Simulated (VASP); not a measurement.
# Ge (P6/mmm) in VASP: a series of runs

Ge is run at these levels: PBE; tasks: single point, relaxation of cell and atoms.

Everything below comes from runs of VASP 6.6.1. Logs are shortened: lines on timing, memory, paths and dates and some standing lists are left out, and cuts for length are marked.

**1. The cell of the first run**

The structure is hexagonal, space group P6/mmm (No. 191). The conventional cell has a = 4.858 Å, b = 4.858 Å, c = 2.837 Å, α = 90.00°, β = 90.00°, γ = 120.00°. Ge (site symmetry -6m2) has 11 Ge at 2.80 to 3.14 Å within 3.7 Å. Ge (site symmetry 6/mmm) has 14 Ge at 2.84 to 3.14 Å within 3.7 Å.

This isn't the form of Ge at room conditions, which is diamond.

**2. Single point, PBE**

Contents of INCAR:

```
PREC = Accurate
ENCUT = 520
EDIFF = 1E-6
ISMEAR = 0
SIGMA = 0.1
LREAL = F
LASPH = T
NELM = 80
ALGO = Normal
ISIF = 2
LWAVE = F
LCHARG = F
GGA = PE
NBANDS = 28
```

Contents of KPOINTS:

```
regular mesh
0
Gamma
  12 12 12
```

Contents of POSCAR:

```
Ge
1.0
    4.8583984294      0.0000000000      0.0000000000
   -2.4291992147      4.2074964616      0.0000000000
    0.0000000000      0.0000000000      2.8365028663
Ge
3
Direct
    0.3333333333      0.6666666667      0.5000000000
    0.0000000000      0.0000000000      0.0000000000
    0.6666666667      0.3333333333      0.5000000000
```

Potentials or basis: VASP PAW PBE potentials, release 64 (Ge_d).

Started as:

```console
cat potpaw_PBE.64/Ge_d/POTCAR > POTCAR
mpirun -np 1 vasp_std > vasp.out
```

OUTCAR:

```text
PREC = Accurate
   ENCUT = 520
   EDIFF = 1E-6
   ISMEAR = 0
   LREAL = F
   LASPH = T
   NELM = 80
   ISIF = 2
   GGA = PE

 ion  position               nearest neighbor table
   1  0.333  0.667  0.500-   3 2.80   3 2.80   3 2.80
   2  0.000  0.000  0.000-
   3  0.667  0.333  0.500-   1 2.80   1 2.80   1 2.80

  LATTYP: Found a hexagonal cell.
 ALAT       =     4.8583984294
 C/A-ratio  =     0.5838349628

  Lattice vectors:

 A1 = (   4.8583984294,   0.0000000000,   0.0000000000)
 A2 = (  -2.4291992147,   4.2074964616,   0.0000000000)
 A3 = (   0.0000000000,   0.0000000000,   2.8365028663)

Analysis of symmetry for initial positions (statically):
=====================================================================
 Subroutine PRICEL returns:
 Original cell was already a primitive cell.

 Routine SETGRP: Setting up the symmetry group for a
 hexagonal supercell.

 Subroutine GETGRP returns: Found 24 space group operations
 (whereof 24 operations were pure point group operations)
 out of a pool of 24 trial point group operations.

The static configuration has the point symmetry D_6h.

Analysis of symmetry for dynamics (positions and initial velocities):
=====================================================================
 Subroutine PRICEL returns:
 Original cell was already a primitive cell.

 Routine SETGRP: Setting up the symmetry group for a
 hexagonal supercell.

 Subroutine GETGRP returns: Found 24 space group operations
 (whereof 24 operations were pure point group operations)
 out of a pool of 24 trial point group operations.

The dynamic configuration has the point symmetry D_6h.

 Subroutine INISYM returns: Found 24 space group operations
 (whereof 24 operations are pure point group operations),
 and found     1 'primitive' translations

----------------------------------------------------------------------------------------

                                     Primitive cell

  volume of cell :      57.9829

  direct lattice vectors                    reciprocal lattice vectors
     4.858398429  0.000000000  0.000000000     0.205829146  0.118835513  0.000000000
    -2.429199215  4.207496462  0.000000000     0.000000000  0.237671026  0.000000000
     0.000000000  0.000000000  2.836502866     0.000000000  0.000000000  0.352546797

  length of vectors
     4.858398429  4.858398429  2.836502866     0.237671026  0.237671026  0.352546797

  position of ions in fractional coordinates (direct lattice)
     0.333333333  0.666666667  0.500000000
     0.000000000  0.000000000  0.000000000
     0.666666667  0.333333333  0.500000000

  ion indices of the primitive-cell ions
   primitive index   ion index
                 1           1
                 2           2
                 3           3

----------------------------------------------------------------------------------------

 KPOINTS: regular mesh

Automatic generation of k-mesh.
 Grid dimensions read from file:
 generate k-points for:   12   12   12

 Generating k-lattice:

  Cartesian coordinates                     Fractional coordinates (reciprocal lattice)
     0.017152429  0.009902959  0.000000000     0.083333333 -0.000000000  0.000000000
     0.000000000  0.019805919  0.000000000     0.000000000  0.083333333  0.000000000
     0.000000000  0.000000000  0.029378900     0.000000000  0.000000000  0.083333333

  Length of vectors
     0.019805919  0.019805919  0.029378900

  Shift w.r.t. Gamma in fractional coordinates (k-lattice)
     0.000000000  0.000000000  0.000000000

 Subroutine IBZKPT returns following result:
 ===========================================

 Found    133 irreducible k-points:

 Following reciprocal coordinates:
            Coordinates               Weight
  0.000000  0.000000  0.000000      1.000000
  0.083333 -0.000000  0.000000      6.000000
  0.166667 -0.000000  0.000000      6.000000
  0.250000  0.000000  0.000000      6.000000
  0.333333  0.000000  0.000000      6.000000
  0.416667 -0.000000  0.000000      6.000000
[... 16 lines left out ...]
  0.250000  0.000000  0.083333     12.000000
  0.333333  0.000000  0.083333     12.000000
 [... further k-points ...]
   k-points           NKPTS =    133   k-points in BZ     NKDIM =    133   number of bands    NBANDS=     28
   number of dos      NEDOS =    301   number of ions     NIONS =      3
   total plane-waves  NPLWV =  31104
   dimension x,y,z NGX =    36 NGY =   36 NGZ =   24
   dimension x,y,z NGXF=    72 NGYF=   72 NGZF=   48
   ions per type =               3
   NGX,Y,Z   is equivalent  to a cutoff of  12.32, 12.32, 14.07 a.u.
   NGXF,Y,Z  is equivalent  to a cutoff of  24.64, 24.64, 28.13 a.u.
 SYSTEM =  unknown system
   PREC   = accura    normal or accurate (medium, high low for compatibility)
   ISTART =      0    job   : 0-new  1-cont  2-samecut
   ICHARG =      2    charge: 1-file 2-atom 10-const
   ISPIN  =      1    spin polarized calculation?
   LNONCOLLINEAR =      F non collinear calculations
   LSORBIT =      F    spin-orbit coupling
   LASPH  =      T    aspherical Exc in radial PAW
   ENCUT  =  520.0 eV  38.22 Ry    6.18 a.u.   9.03  9.03  5.27*2*pi/ulx,y,z
   NELM   =     80;   NELMIN=  2; NELMDL= -5     # of ELM steps
   EDIFF  = 0.1E-05   stopping-criterion for ELM
   LREAL  =      F    real-space projection
   EDIFFG = 0.1E-04   stopping-criterion for IOM
   NSW    =      0    number of steps for IOM
   IBRION =     -1    ionic relax: 0-MD 1-quasi-New 2-CG
   NFREE  =      0    steps in history (QN), initial steepest desc. (CG)
   ISIF   =      2    stress and relaxation
   ISYM   =      2    0-nonsym 1-usesym 2-fastsym
   POTIM  = 0.5000    time-step for ionic-motion
   TEBEG  =    0.0;   TEEND  =   0.0 temperature during run
   PSTRESS=    0.0 pullay stress
   NELECT =      42.0000    total number of electrons
   NUPDOWN=      -1.0000    fix difference up-down
   EMIN   =  10.00;   EMAX   =-10.00  energy-range for DOS
   EFERMI =   0.00;   METHOD = LEGACY
   ISMEAR =     0;   SIGMA  =   0.10  broadening in eV -4-tet -1-fermi 0-gaus
   EFERMI_NEDOS =   21; number of points for ismear=-14 and -15
   IALGO  =     38    algorithm
   IMIX   =      4    mixing-type and parameters
     AMIX     =   0.40;   BMIX     =  1.00
     AMIX_MAG =   1.60;   BMIX_MAG =  1.00
  volume/ion in A,a.u.               =      19.33       130.43
  Fermi-wavevector in a.u.,A,eV,Ry     =   1.470250  2.778370 29.410835  2.161635
  Thomas-Fermi vector in A             =   2.585530
   LORBIT       =      0    0 simple, 1 ext, 2 COOP (PROOUT), +10 PAW based schemes
   GGA     = PE    functional components
   LHFCALC =     F    Hartree Fock is set to
   AEXX    =    0.0000 exact exchange contribution
   IVDW    =     0    specifies the selected vdW correction
   LEPSILON=     F    determine dielectric tensor
   LRPA    =     F    only Hartree local field effects (RPA)
 non-spin polarized calculation
 Gauss-broadening in eV      SIGMA  =   0.10
  energy-cutoff  :      520.00
  volume of cell :       57.98
 maximum number of plane-waves:      1583
   NGX = 19   NGY = 19   NGZ = 11

 number of electron      41.9999958 magnetization

 Free energy of the ion-electron system (eV)
  ---------------------------------------------------
  ext. energy  EPLUGINS =         0.00000000
  ---------------------------------------------------
  free energy    TOTEN  =       -12.58047638 eV

  energy without entropy =      -12.57344156  energy(sigma->0) =      -12.57695897

 E-fermi :   6.5442     XC(G=0): -11.1707

 val. band max:        6.5405361540   @ k =   0.4167   0.1667   0.2500
 cond. band min:       6.5485325627   @ k =   0.2500   0.0833   0.3333
 fundamental gap:      0.0079964087
 Fermi energy:         6.5442029961

 k-point     1 :       0.0000    0.0000    0.0000
  band No.  band energies     occupation
      1     -18.3855      2.00000
      2     -18.3377      2.00000
      3     -18.3377      2.00000
      4     -18.2897      2.00000
      5     -18.2897      2.00000
      6     -18.2046      2.00000
[... 20 lines left out ...]
     27      16.0825      0.00000
     28      16.2121      0.00000

 k-point     2 :       0.0833   -0.0000    0.0000
  band No.  band energies     occupation
      1     -18.3854      2.00000
      2     -18.3379      2.00000
      3     -18.3378      2.00000
      4     -18.2898      2.00000
      5     -18.2897      2.00000
      6     -18.2043      2.00000
[... 20 lines left out ...]
     27      15.9772      0.00000
     28      16.1089      0.00000

 k-point     3 :       0.1667   -0.0000    0.0000
  band No.  band energies     occupation
      1     -18.3851      2.00000
      2     -18.3383      2.00000
      3     -18.3383      2.00000
      4     -18.2900      2.00000
      5     -18.2895      2.00000
      6     -18.2031      2.00000
[... 20 lines left out ...]
     27      15.6389      0.00000
     28      15.8776      0.00000

 k-point     4 :       0.2500    0.0000    0.0000
  band No.  band energies     occupation
      1     -18.3848      2.00000
      2     -18.3390      2.00000
      3     -18.3389      2.00000
      4     -18.2902      2.00000
      5     -18.2893      2.00000
      6     -18.2012      2.00000
[... 578 lines left out ...]
     27      14.6935      0.00000
     28      16.9935      0.00000

 k-point    23 :       0.2500    0.0000    0.0833
  band No.  band energies     occupation
      1     -18.3753      2.00000
      2     -18.3387      2.00000
      3     -18.3387      2.00000
      4     -18.2941      2.00000
      5     -18.2933      2.00000
      6     -18.1922      2.00000
[... 20 lines left out ...]
     27      14.4359      0.00000
     28      17.2325      0.00000

 k-point    24 :       0.3333    0.0000    0.0833
  band No.  band energies     occupation
      1     -18.3750      2.00000
      2     -18.3395      2.00000
      3     -18.3391      2.00000
      4     -18.2943      2.00000
      5     -18.2929      2.00000
      6     -18.1896      2.00000
[... 20 lines left out ...]
     27      14.2285      0.00000
     28      17.4308      0.00000

 [... further k-points ...]

------------------------ aborting loop because EDIFF is reached ----------------------------------------

  FORCE on cell =-STRESS in cart. coord.  units (eV):
  Direction    XX          YY          ZZ          XY          YZ          ZX
  --------------------------------------------------------------------------------------
  -------------------------------------------------------------------------------------
  Total       -0.0072644     -0.0072644     -0.0031396     -0.0000000      0.0000000     -0.0000000
  in kB       -0.2007278     -0.2007278     -0.0867541     -0.0000000      0.0000000     -0.0000000
  external PRESSURE =      -0.1627366 kB  Pullay stress =       0.0000000 kB

 VOLUME and BASIS-vectors are now :
 -----------------------------------------------------------------------------
  energy-cutoff  :      520.00
  volume of cell :       57.98
      direct lattice vectors                 reciprocal lattice vectors
     4.858398429  0.000000000  0.000000000     0.205829146  0.118835513  0.000000000
    -2.429199215  4.207496462  0.000000000     0.000000000  0.237671026  0.000000000
     0.000000000  0.000000000  2.836502866     0.000000000  0.000000000  0.352546797

 POSITION                                       TOTAL-FORCE (eV/Angst)
 -----------------------------------------------------------------------------------
     -0.00000      2.80500      1.41825         0.000000     -0.000000      0.000000
      0.00000      0.00000      0.00000         0.000000      0.000000     -0.000000
      2.42920      1.40250      1.41825        -0.000000      0.000000     -0.000000
 -----------------------------------------------------------------------------------
    total drift:                                0.000000      0.000000     -0.000000

  FREE ENERGIE OF THE ION-ELECTRON SYSTEM (eV)
  ---------------------------------------------------
  free  energy   TOTEN  =       -12.5804763781 eV

  energy  without entropy=      -12.5734415584  energy(sigma->0) =      -12.57695897
```

Run time: 1.8 min. Hardware: 1 thread of Intel Xeon Platinum 8259CL at 2.50GHz (Skylake/Cascade Lake), shared host; peak memory 0.28 GiB.

Results:

```
Free energy            : -12.5805 eV
Pressure               : 0.0 GPa
Band gap on the k mesh : zero (bands 21 and 22 overlap by 5.09 eV)
```

**3. Single point, PBE**

This run uses another cell than the first one, of 19.37 Å³/atom.

Contents of INCAR:

```
PREC     = Accurate       # precision mode
ENCUT    = 520            # plane-wave cutoff, eV
EDIFF    = 1E-7           # SCF threshold, eV
ISMEAR   = 0              # smearing method
SIGMA    = 0.1            # smearing width, eV
LREAL    = False          # projectors in reciprocal space
LASPH    = True           # aspherical terms in the spheres
NELM     = 60             # most SCF steps
ALGO     = Normal         # electronic algorithm
ISIF     = 2              # what is computed and relaxed
LWAVE    = False          # write WAVECAR
LCHARG   = False          # write CHGCAR
GGA      = PE             # functional
NBANDS   = 28             # bands
```

Contents of KPOINTS:

```
Automatic mesh
0
Gamma
  12 12 16
```

Contents of POSCAR:

```
Ge
1.0
    4.8855895554      0.0000000000      0.0000000000
   -2.4427947777      4.2310446674      0.0000000000
    0.0000000000      0.0000000000      2.8117709808
Ge
3
Direct
    0.3333333333      0.6666666667      0.5000000000
    0.0000000000      0.0000000000      0.0000000000
    0.6666666667      0.3333333333      0.5000000000
```

Potentials or basis: VASP PAW PBE potentials, release 64 (Ge_d).

Started as:

```console
cat potpaw_PBE.64/Ge_d/POTCAR > POTCAR
mpirun -np 1 vasp_std > vasp.out
```

Wall time 2.7 min (1 thread of Intel Xeon Platinum 8259CL at 2.50GHz (Skylake/Cascade Lake), shared host); peak memory 0.32 GiB.

The run converged. Its results:

- Free energy: -12.5673 eV
- Pressure: 0.0 GPa
- Band gap on the k mesh: zero (bands 21 and 22 overlap by 5.07 eV)

Levels at points of the mesh, in eV from the Fermi level:
```tsv
k point	band 19	band 20	band 21	band 22	band 23	band 24
(0.00, 0.00, 0.00)	-3.22	-3.22	-3.12	-3.12	4.89	8.39
(0.50, 0.00, 0.00)	-5.32	0.85	0.96	2.73	3.06	4.42
(0.00, 0.00, 0.50)	-1.79	-1.43	-0.76	-0.37	-0.37	1.08
(0.50, 0.00, 0.50)	-4.67	-3.05	-2.12	-1.50	0.28	3.92
```

**4. Relaxation of cell and atoms, PBE**

This run uses another cell than the first one, of 21.91 Å³/atom.

Contents of INCAR:

```
SYSTEM = Ge
ALGO = Normal
EDIFF = 1E-7
EDIFFG = -0.01
ENCUT = 600
GGA = PE
IBRION = 2
ISIF = 3
ISMEAR = 0
LASPH = .True.
LCHARG = .False.
LREAL = .False.
LWAVE = .False.
NELM = 80
NSW = 100
PREC = Accurate
SIGMA = 0.1
```

Contents of KPOINTS:

```
k-points
0
Gamma
  12 12 12
  0 0 0
```

Contents of POSCAR:

```
Ge
1.0
    4.4657186262      0.0000000000      0.0000000000
   -2.2328593131      3.8674257764      0.0000000000
    0.0000000000      0.0000000000      3.8066791610
Ge
3
Direct
    0.3333333333      0.6666666667      0.5000000000
    0.0000000000      0.0000000000      0.0000000000
    0.6666666667      0.3333333333      0.5000000000
```

Started as:

```console
cat potpaw_PBE.64/Ge_d/POTCAR > POTCAR
mpirun -np 1 vasp_std > vasp.out
```

Run time: 28 min. Hardware: 1 thread of Intel Xeon Platinum 8259CL at 2.50GHz (Skylake/Cascade Lake), shared host; peak memory 0.35 GiB.

Results (log left out):

| Quantity | Value |
| --- | --- |
| Free energy | -12.5819 eV |
| Relaxed volume | 19.34 Å³/atom |
| Relaxed cell | a = 4.855 Å, b = 4.855 Å, c = 2.841 Å, α = 90.00°, β = 90.00°, γ = 120.00° |
| Space group after relaxing (to 0.1 Å) | P6/mmm (No. 191) |
| Pressure after relaxing | 0.0 GPa |
| Band gap on the k mesh | zero (bands 21 and 22 overlap by 5.09 eV) |

Stress tensor (GPa, compression positive):
```
 0.04  0.00  0.00
 0.00  0.04  0.00
 0.00  0.00 -0.07
```

Final structure:
```cif
data_structure
_symmetry_space_group_name_H-M 'P 1'
_symmetry_Int_Tables_number 1
_cell_length_a 4.8552
_cell_length_b 4.8552
_cell_length_c 2.8414
_cell_angle_alpha 90.000
_cell_angle_beta 90.000
_cell_angle_gamma 120.000
_cell_volume 58.01
loop_
_atom_site_label
_atom_site_type_symbol
_atom_site_fract_x
_atom_site_fract_y
_atom_site_fract_z
_atom_site_occupancy
Ge1 Ge 0.33333 0.66667 0.50000 1
Ge2 Ge 0.00000 0.00000 0.00000 1
Ge3 Ge 0.66667 0.33333 0.50000 1
```

Levels at points of the mesh, in eV from the Fermi level:
```
           k point  band 18  band 19  band 20  band 21  band 22  band 23  band 24  band 25
(0.00, 0.00, 0.00)    -6.38    -3.19    -3.19    -3.07    -3.07     4.51     8.37     8.58
(0.50, 0.00, 0.00)    -7.74    -5.31     0.99     1.12     2.83     3.20     4.57     6.44
(0.00, 0.00, 0.50)    -2.80    -1.72    -1.33    -0.63    -0.46    -0.46     1.04     1.04
(0.50, 0.00, 0.50)    -6.56    -4.70    -3.03    -2.06    -1.60     0.22     3.98     4.63
```

Caveat: a cell axis changed by over 15 % at a fixed basis, so the end point is rough.

**5. The runs side by side**

```tsv
task	cell	k mesh	cutoff (eV)	gap on the mesh (eV)	pressure (GPa)
single point	a = 4.858, b = 4.858, c = 2.837 Å, angles 90.0, 90.0, 120.0°, 3 atoms	12 × 12 × 12	520	none	0.0
single point	a = 4.886, b = 4.886, c = 2.812 Å, angles 90.0, 90.0, 120.0°, 3 atoms	12 × 12 × 16	520	none	0.0
relaxation of cell and atoms	relaxed from a = 4.466, b = 4.466, c = 3.807 Å, angles 90.0, 90.0, 120.0°, 3 atoms	12 × 12 × 12	600	none	0.0
```

Alike in all rows: level PBE; potentials or basis VASP PAW PBE potentials, release 64 (Ge_d); no spin polarisation; smearing gaussian 0.1 eV.

Caveats: a cell axis changed by over 15 % at a fixed basis, so the end point is rough (at least some runs).

Total energies depend on the potentials used, so only differences within one code and one set of settings carry meaning.
